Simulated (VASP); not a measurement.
Set up this calculation in VASP 6.6.1, as the native input.

```
Task                   : single point
Functional             : LDA
Potentials or basis    : VASP PAW LDA potentials, release 64 (Pb_d, Se)
Cutoff                 : 520 eV
k mesh                 : 4 × 4 × 4
Occupations            : gaussian, width 0.01 eV
Spin                   : no spin polarisation
Dipole correction      : no
Further INCAR settings : ALGO = Normal; EDIFF = 1e-06; NBANDS = 28
```

The structure of PbSe lies in POSCAR:

```
PbSe
1.0
    2.1548800000     -6.1339500000      0.0000000000
    2.1548800000      6.1339500000      0.0000000000
    0.0000000000      0.0000000000      4.4504900000
Pb Se
2 2
Direct
    0.6317600000      0.3682400000      0.7500000000
    0.3682400000      0.6317600000      0.2500000000
    0.8612900000      0.1387100000      0.7500000000
    0.1387100000      0.8612900000      0.2500000000
```

These files were run (other wordings do the same):

INCAR

```
SYSTEM = PbSe
  PREC = Accurate
  ENCUT = 520
  EDIFF = 1E-6
  ISMEAR = 0
  SIGMA = 0.01
  LREAL = .FALSE.
  LASPH = .TRUE.
  NELM = 100
  ALGO = Normal
  ISIF = 2
  LWAVE = .FALSE.
  LCHARG = .TRUE.
  LELF = .TRUE.
  LVHAR = .TRUE.
  NBANDS = 28
```

KPOINTS

```
Automatic mesh
0
G
  4 4 4
  0 0 0
```

Potentials or basis: VASP PAW LDA potentials, release 64 (Pb_d, Se).

Command:

```console
$ cat potpaw_LDA.64/Pb_d/POTCAR potpaw_LDA.64/Se/POTCAR > POTCAR
$ mpirun -np 1 vasp_std > vasp.out
```

Results of the run:

The pressure is -3.3 GPa and the largest force is 0.084 eV/Å. The band gap on the k mesh is 1.10 eV, indirect (least direct gap 1.35 eV).

Caveat: spin-orbit coupling is left out, which moves the levels of the heavy elements.

It took 31 s on 1 thread of Intel(R) Xeon(R) 6975P-C (Granite Rapids), on a shared host, peak memory 0.24 GiB.
